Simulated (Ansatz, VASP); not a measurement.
Ga3I2 in VASP and in Ansatz

The input INCAR:

```
SYSTEM = Ga3I2
PREC = Accurate
ENCUT = 600
EDIFF = 1E-6
ISMEAR = 0
SIGMA = 0.1
LREAL = .FALSE.
LASPH = .TRUE.
NELM = 60
ALGO = Normal
ISIF = 3
LWAVE = .FALSE.
LCHARG = .FALSE.
GGA = PE
IBRION = 2
NSW = 90
EDIFFG = -0.04
```

File KPOINTS:

```
Automatic mesh
0
G
  6 6 4
  0 0 0
```

Contents of POSCAR:

```
Ga3I2
1.0
    5.2141863012      0.0000000000      0.0000000000
   -2.6070931506      4.5156177969      0.0000000000
    0.0000000000      0.0000000000      6.2924765046
Ga I
3 2
Direct
    0.5000000000      0.0000000000      0.5000000000
    0.0000000000      0.5000000000      0.5000000000
    0.5000000000      0.5000000000      0.5000000000
    0.6666666667      0.3333333333      0.2080834653
    0.6666666667      0.3333333333      0.7919165347
```

Input for Ansatz:

```yaml
crystal:
  lattice:
    - [5.2141863012, 0.0, 0.0]
    - [-2.6070931506, 4.5156177969, 0.0]
    - [0.0, 0.0, 6.2924765046]
  atoms:
    - { symbol: Ga, position: [0.5, 0.0, 0.5] }
    - { symbol: Ga, position: [0.0, 0.5, 0.5] }
    - { symbol: Ga, position: [0.5, 0.5, 0.5] }
    - { symbol: I, position: [0.6666666667, 0.3333333333, 0.2080834653] }
    - { symbol: I, position: [0.6666666667, 0.3333333333, 0.7919165347] }
basis:
  ecutwfc: 420
kpoints:
  mp_grid: { grid: [6, 6, 4] }
hamiltonian:
  xc: pbe
scf:
  occupations: { method: gaussian, width: 0.1 }
  lower_state_search: "off"
output:
  forces: true
  stress: true
  eigenvalues: true
relax:
  adjacent_minimum: "off"
  f_tol: 0.04
  max_steps: 70
  cell: { stress_tol: 0.4 }
```

Alike in both runs: task relaxation of cell and atoms; functional PBE; k mesh 6 × 6 × 4; occupations gaussian, width 0.1 eV; no spin polarisation.

```csv
,VASP,Ansatz
version,VASP 6.6.1,Ansatz 0.2.0
potentials or method,"VASP PAW PBE potentials, release 64 (Ga_d, I), cutoff 600 eV","scalar-relativistic, plane waves, PAW"
valence electrons in the cell,53,73
```

Ansatz gave:

- gap on the k mesh at the Fermi level, each at its own relaxed structure (eV): none
- relaxed volume (Å³/atom): 45.55
- relaxed cell length with the largest relative difference (Å): 8.987

Problem. Estimate VASP's values.

Solution. gap on the k mesh at the Fermi level, each at its own relaxed structure (eV): none; relaxed volume (Å³/atom): 45.73; relaxed cell length with the largest relative difference (Å): 8.928.

A gap of «none» marks a metal or a gap that the smearing closes. VASP's potentials hold 53 valence electrons a cell and Ansatz's 73, so a difference there can come from the potentials and not from the codes.

Spin-orbit coupling is off throughout. Noted on VASP's run: the volume moved by over 15 % at a fixed basis, so the end points are rough.
